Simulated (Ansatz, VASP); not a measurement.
## One calculation of Cd2As, two programs

```
Cd As
1.0
     0.00000    3.37016    3.37016
     3.37016    0.00000    3.37016
     3.37016    3.37016    0.00000
Cd As
2 1
Direct
  0.25000 0.25000 0.25000
  0.75000 0.75000 0.75000
  0.00000 0.00000 0.00000
```

Alike in both runs: functional PBE; k mesh 6 × 6 × 6; occupations gaussian, width 0.1 eV; no spin polarisation.

Ansatz relaxed the structure, and its values are those at the end. VASP's run is a single point on that final structure, the one shown.

```csv
,VASP,Ansatz
version,VASP 6.6.1,Ansatz 0.2.0
potentials or method,"VASP PAW PBE potentials, release 64 (Cd, As), cutoff 520 eV","scalar-relativistic, plane waves, PAW"
valence electrons in the cell,29,55
```

Ansatz gave:

* gap on the k mesh at the Fermi level (eV): none
* pressure (GPa): -0.1

Task: What did VASP give for the same quantities?

Result: gap on the k mesh at the Fermi level (eV): none; pressure (GPa): 0.1.

A gap of «none» marks a metal or a gap that the smearing closes. VASP's potentials hold 29 valence electrons a cell and Ansatz's 55, so a difference there can come from the potentials and not from the codes.
